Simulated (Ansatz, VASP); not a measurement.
One calculation of SiC, two programs

INCAR

```
SYSTEM = SiC
PREC = Accurate
ENCUT = 520
EDIFF = 1E-6
ISMEAR = 0
SIGMA = 0.05
LREAL = .False.
LASPH = .True.
NELM = 100
ALGO = Normal
ISIF = 2
LWAVE = .False.
LCHARG = .False.
GGA = PS
NBANDS = 11
```

File KPOINTS:

```
Automatic mesh
0
Gamma
  10 10 10
  0 0 0
```

The input POSCAR:

```
SiC
1.0
    0.0000000000      2.1783895848      2.1783895848
    2.1783895848      0.0000000000      2.1783895848
    2.1783895848      2.1783895848      0.0000000000
Si C
1 1
Direct
    0.0035337978     -0.0035337978      0.0035337978
    0.7417370152      0.7582629848      0.7417370152
```

Input for Ansatz:

```yaml
crystal:
  lattice:
    - [0.0, 2.1783895848, 2.1783895848]
    - [2.1783895848, 0.0, 2.1783895848]
    - [2.1783895848, 2.1783895848, 0.0]
  atoms:
    - { symbol: Si, position: [0.0035337978, -0.0035337978, 0.0035337978] }
    - { symbol: C, position: [0.7417370152, 0.7582629848, 0.7417370152] }
basis:
  ecutwfc: 520.0
kpoints:
  mp_grid: { grid: [10, 10, 10] }
hamiltonian:
  xc: pbesol
scf:
  occupations: { method: gaussian, width: 0.05 }
output:
  forces: true
  stress: true
  eigenvalues: true
```

Change from the starting cell: mode 6 frozen in at -0.036 Å, equal normal strain along x, y and z +0.0000.

Alike in both runs: task single point; functional PBEsol; k mesh 10 × 10 × 10; occupations gaussian, width 0.05 eV; no spin polarisation.

```csv
,VASP,Ansatz
version,VASP 6.6.1,Ansatz 0.2.0
potentials or method,"VASP PAW PBE potentials, release 64 (Si, C), cutoff 520 eV","scalar-relativistic, plane waves, PAW"
valence electrons in the cell,8,8
```

```csv
,VASP,Ansatz,Ansatz less VASP
gap on the k mesh at the Fermi level (eV),0.99,1.00,+0.009
least direct gap on the mesh (eV),4.32,4.33,+0.009
pressure (GPa),0.7,0.3,-0.35
"traceless stress, the component that is largest in VASP (GPa)",-3.44,-3.39,+0.046
rms of the force components (eV/Å),0.568,0.566,-0.0017
```

VASP's potentials were made for PBE, not for PBEsol. Atom by atom the forces differ by 0.002 eV/Å (rms over components).
